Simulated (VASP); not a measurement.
# Ta2AlC2N (I4/mmm) in VASP: single point with PBE

Aim: the single point of Ta2AlC2N with PBE.

Everything below comes from runs of VASP 6.6.1. Logs are shortened: lines on timing, memory, paths and dates and some standing lists are left out, and cuts for length are marked.

## 1. The cell of the first run

Symmetry: I4/mmm, No. 139, tetragonal system. Conventional cell: a = 3.885 Å, b = 3.885 Å, c = 10.358 Å, α = 90.00°, β = 90.00°, γ = 90.00°. Ta (site symmetry 4mm) has 1 N at 1.51 Å within 2.0 Å. Within 3.7 Å of Al (site symmetry 4/mmm) lie 4 N at 2.75 Å and 10 Ta at 3.13 to 3.67 Å and 8 C at 3.24 Å. C (site symmetry -4m2) has 4 Ta at 2.22 Å and 4 C at 2.75 Å within 2.9 Å. Within 2.0 Å of N (site symmetry 4/mmm) lie 2 Ta at 1.51 Å.

The cell was generated, and may not be a known phase.

## 2. Single point, PBE

Input file INCAR:

```
SYSTEM = Ta2AlC2N
ALGO = Normal ; EDIFF = 1E-6
ENCUT = 700 ; GGA = PE
GGA_COMPAT = .FALSE. ; ISIF = 2
ISMEAR = 0 ; LASPH = .TRUE.
LCHARG = .FALSE. ; LREAL = .FALSE.
LWAVE = .FALSE. ; NBANDS = 30
NELM = 120 ; PREC = Accurate
SIGMA = 0.1
```

Input file KPOINTS:

```
k-points
0
G
  6 6 6
  0 0 0
```

Input file POSCAR:

```
Ta2AlC2N
1.0
   -1.9423436500      1.9423436500      5.1790373600
    1.9423436500     -1.9423436500      5.1790373600
    1.9423436500      1.9423436500     -5.1790373600
Ta Al C N
2 1 2 1
Direct
    0.6457520100      0.6457520100      0.0000000000
    0.3542479900      0.3542479900      0.0000000000
    0.0000000000      0.0000000000      0.0000000000
    0.2500000000      0.7500000000      0.5000000000
    0.7500000000      0.2500000000      0.5000000000
    0.5000000000      0.5000000000      0.0000000000
```

Potentials or basis: VASP PAW PBE potentials, release 64 (Ta_sv_GW, Al, C, N).

Started as:

```sh
$ cat potpaw_PBE.64/Ta_sv_GW/POTCAR potpaw_PBE.64/Al/POTCAR potpaw_PBE.64/C/POTCAR potpaw_PBE.64/N/POTCAR > POTCAR
$ mpirun -np 1 vasp_std > vasp.out
```

OUTCAR:

```text
SYSTEM = Ta2AlC2N
   EDIFF = 1E-6
   ENCUT = 700
   GGA = PE
   ISIF = 2
   ISMEAR = 0
   LASPH = .TRUE.
   LREAL = .FALSE.
   NELM = 120
   PREC = Accurate

 ion  position               nearest neighbor table
   1  0.646  0.646  0.000-   6 1.51   5 2.22   4 2.22   4 2.22   5 2.22   2 3.02   3 3.13   3 3.13
                             3 3.13   3 3.13
   2  0.354  0.354  0.000-   6 1.51   4 2.22   5 2.22   5 2.22   4 2.22   1 3.02   3 3.13   3 3.13
                             3 3.13   3 3.13
   3  0.000  0.000  0.000-   1 3.13   2 3.13   1 3.13   2 3.13   1 3.13   2 3.13   2 3.13   1 3.13

   4  0.250  0.750  0.500-   2 2.22   1 2.22   2 2.22   1 2.22
   5  0.750  0.250  0.500-   2 2.22   1 2.22   2 2.22   1 2.22
   6  0.500  0.500  0.000-   1 1.51   2 1.51

  LATTYP: Found a body centered tetragonal cell.
 ALAT       =     3.8846873000
 C/A-ratio  =     2.6663857140

  Lattice vectors:

 A1 = (  -1.9423436500,   1.9423436500,   5.1790373600)
 A2 = (   1.9423436500,  -1.9423436500,   5.1790373600)
 A3 = (   1.9423436500,   1.9423436500,  -5.1790373600)

Analysis of symmetry for initial positions (statically):
=====================================================================
 Subroutine PRICEL returns:
 Original cell was already a primitive cell.

 Routine SETGRP: Setting up the symmetry group for a
 body centered tetragonal supercell.

 Subroutine GETGRP returns: Found 16 space group operations
 (whereof 16 operations were pure point group operations)
 out of a pool of 16 trial point group operations.

The static configuration has the point symmetry D_4h.

Analysis of symmetry for dynamics (positions and initial velocities):
=====================================================================
 Subroutine PRICEL returns:
 Original cell was already a primitive cell.

 Routine SETGRP: Setting up the symmetry group for a
 body centered tetragonal supercell.

 Subroutine GETGRP returns: Found 16 space group operations
 (whereof 16 operations were pure point group operations)
 out of a pool of 16 trial point group operations.

The dynamic configuration has the point symmetry D_4h.

 Subroutine INISYM returns: Found 16 space group operations
 (whereof 16 operations are pure point group operations),
 and found     1 'primitive' translations

----------------------------------------------------------------------------------------

                                     Primitive cell
[... 102 lines left out ...]
   NSW    =      0    number of steps for IOM
   IBRION =     -1    ionic relax: 0-MD 1-quasi-New 2-CG
   NFREE  =      0    steps in history (QN), initial steepest desc. (CG)
   ISIF   =      2    stress and relaxation
   ISYM   =      2    0-nonsym 1-usesym 2-fastsym
   POTIM  = 0.5000    time-step for ionic-motion
   TEBEG  =    0.0;   TEEND  =   0.0 temperature during run
   PSTRESS=    0.0 pullay stress
   NELECT =      42.0000    total number of electrons
   NUPDOWN=      -1.0000    fix difference up-down
   EMIN   =  10.00;   EMAX   =-10.00  energy-range for DOS
   EFERMI =   0.00;   METHOD = LEGACY
   ISMEAR =     0;   SIGMA  =   0.10  broadening in eV -4-tet -1-fermi 0-gaus
   EFERMI_NEDOS =   21; number of points for ismear=-14 and -15
   IALGO  =     38    algorithm
   IMIX   =      4    mixing-type and parameters
     AMIX     =   0.40;   BMIX     =  1.00
     AMIX_MAG =   1.60;   BMIX_MAG =  1.00
  volume/ion in A,a.u.               =      13.03        87.90
  Fermi-wavevector in a.u.,A,eV,Ry     =   1.330978  2.515184 24.102753  1.771502
  Thomas-Fermi vector in A             =   2.460024
   LORBIT       =      0    0 simple, 1 ext, 2 COOP (PROOUT), +10 PAW based schemes
   GGA     = PE    functional components
   LHFCALC =     F    Hartree Fock is set to
   AEXX    =    0.0000 exact exchange contribution
   IVDW    =     0    specifies the selected vdW correction
   LEPSILON=     F    determine dielectric tensor
   LRPA    =     F    only Hartree local field effects (RPA)
 non-spin polarized calculation
 Gauss-broadening in eV      SIGMA  =   0.10
  energy-cutoff  :      700.00
  volume of cell :       78.16
 maximum number of plane-waves:      3310
 NGX is ok and might be reduce to    54
   NGX = 25   NGY = 25   NGZ = 25

 number of electron      41.9999999 magnetization

 Free energy of the ion-electron system (eV)
  ---------------------------------------------------
  ext. energy  EPLUGINS =         0.00000000
  ---------------------------------------------------
  free energy    TOTEN  =       -47.53019091 eV

  energy without entropy =      -47.52079930  energy(sigma->0) =      -47.52549511

 E-fermi :   8.6326     XC(G=0): -11.6199

 val. band max:        8.5581039034   @ k =  -0.3333  -0.3333   0.1667
 cond. band min:       8.6353793712   @ k =   0.3333   0.3333   0.0000
 fundamental gap:      0.0772754678
 Fermi energy:         8.6325802458

 k-point     1 :       0.0000    0.0000    0.0000
  band No.  band energies     occupation
      1     -59.2879      2.00000
      2     -59.2679      2.00000
      3     -27.7593      2.00000
      4     -27.1787      2.00000
      5     -25.7136      2.00000
      6     -25.7136      2.00000
[... 781 lines left out ...]
     29      13.5290      0.00000
     30      14.8147      0.00000

 [... further k-points ...]

------------------------ aborting loop because EDIFF is reached ----------------------------------------

  FORCE on cell =-STRESS in cart. coord.  units (eV):
  Direction    XX          YY          ZZ          XY          YZ          ZX
  --------------------------------------------------------------------------------------
  -------------------------------------------------------------------------------------
  Total        4.1250770      4.1250770     86.2038684      0.0000000     -0.0000000     -0.0000000
  in kB       84.5632106     84.5632106   1767.1611792      0.0000000     -0.0000000     -0.0000000
  external PRESSURE =     645.4292002 kB  Pullay stress =       0.0000000 kB

 VOLUME and BASIS-vectors are now :
 -----------------------------------------------------------------------------
  energy-cutoff  :      700.00
  volume of cell :       78.16
      direct lattice vectors                 reciprocal lattice vectors
    -1.942343650  1.942343650  5.179037360     0.000000000  0.257420977  0.096543038
     1.942343650 -1.942343650  5.179037360     0.257420977  0.000000000  0.096543038
     1.942343650  1.942343650 -5.179037360     0.257420977  0.257420977  0.000000000

 POSITION                                       TOTAL-FORCE (eV/Angst)
 -----------------------------------------------------------------------------------
      0.00000      0.00000      6.68875        -0.000000     -0.000000     33.613656
      0.00000      0.00000      3.66933         0.000000      0.000000    -33.613656
      0.00000      0.00000      0.00000         0.000000      0.000000      0.000000
      1.94234     -0.00000      2.58952         0.000000      0.000000      0.000000
     -0.00000      1.94234      2.58952         0.000000      0.000000     -0.000000
      0.00000      0.00000      5.17904         0.000000      0.000000      0.000000
 -----------------------------------------------------------------------------------
    total drift:                                0.000000      0.000000     -0.000000

  FREE ENERGIE OF THE ION-ELECTRON SYSTEM (eV)
  ---------------------------------------------------
  free  energy   TOTEN  =       -47.5301909143 eV

  energy  without entropy=      -47.5207992988  energy(sigma->0) =      -47.52549511
```

OSZICAR:

```text
N       E                     dE             d eps       ncg     rms          rms(c)
DAV:   1     0.413654188018E+03    0.41365E+03   -0.27925E+04  1808   0.168E+03
DAV:   2    -0.246372043577E+02   -0.43829E+03   -0.42364E+03  2316   0.404E+02
DAV:   3    -0.603102202405E+02   -0.35673E+02   -0.35305E+02  2482   0.116E+02
DAV:   4    -0.610737665175E+02   -0.76355E+00   -0.76248E+00  2346   0.173E+01
DAV:   5    -0.610891334861E+02   -0.15367E-01   -0.15364E-01  2472   0.217E+00    0.117E+02
DAV:   6    -0.485462189899E+02    0.12543E+02   -0.93491E+01  2060   0.402E+01    0.133E+02
DAV:   7    -0.482732078085E+02    0.27301E+00   -0.39140E+00  2138   0.105E+01    0.838E+01
DAV:   8    -0.476831545631E+02    0.59005E+00   -0.60069E+00  1950   0.855E+00    0.433E+01
DAV:   9    -0.475470569210E+02    0.13610E+00   -0.83370E-01  2090   0.406E+00    0.342E+01
DAV:  10    -0.475397760884E+02    0.72808E-02   -0.75878E-02  2160   0.159E+00    0.192E+01
DAV:  11    -0.475371340092E+02    0.26421E-02   -0.68929E-03  2262   0.473E-01    0.132E+01
DAV:  12    -0.475311966503E+02    0.59374E-02   -0.12951E-02  2134   0.498E-01    0.686E+00
DAV:  13    -0.475307350570E+02    0.46159E-03   -0.10444E-03  2330   0.179E-01    0.413E+00
DAV:  14    -0.475305517337E+02    0.18332E-03   -0.16098E-04  2298   0.642E-02    0.343E+00
DAV:  15    -0.475301967588E+02    0.35497E-03   -0.11910E-03  2066   0.162E-01    0.912E-01
DAV:  16    -0.475301933094E+02    0.34494E-05   -0.54238E-05  2312   0.431E-02    0.318E-01
DAV:  17    -0.475301915559E+02    0.17535E-05   -0.57324E-06  1964   0.142E-02    0.242E-01
DAV:  18    -0.475301909143E+02    0.64161E-06   -0.19915E-06  1518   0.742E-03
   1 F= -.47530191E+02 E0= -.47525495E+02  d E =-.939162E-02
```

stdout:

```text
POSCAR found type information on POSCAR TaAlC N
 POSCAR found :  4 types and       6 ions
 scaLAPACK will be used
 LDA part: xc-table for (Slater+PW92), standard interpolation
 POSCAR, INCAR and KPOINTS ok, starting setup
 FFT: planning ... GRIDC
 FFT: planning ... GRID_SOFT
 FFT: planning ... GRID
 WAVECAR not read
 entering main loop
```

It took 2.5 min on 1 thread of AMD EPYC 9R45 (Zen 5), shared host; peak memory 0.44 GiB.

What came out:

- Free energy: -47.5302 eV
- Pressure: 64.5 GPa
- Largest force: 33.614 eV/Å
- Band gap on the k mesh: zero (bands 21 and 22 overlap by 1.39 eV)

Forces in eV/Å, atoms in the order of the input:
```
Ta    0.000   0.000  33.614
Ta    0.000   0.000 -33.614
Al    0.000   0.000   0.000
C     0.000   0.000   0.000
C     0.000   0.000   0.000
N     0.000   0.000   0.000
```

Caveat: atoms lie so close that the PAW spheres overlap strongly, which falsifies energies and pressures; the stress differs along the axes, from 8 to 177 GPa; spin-orbit coupling is left out, which moves the levels of the heavy elements; forces of over 1 eV/Å act on the atoms, so gaps and moduli don't describe the material at rest.

The gap in the log of VASP goes by the Fermi energy; the results here count the filled bands.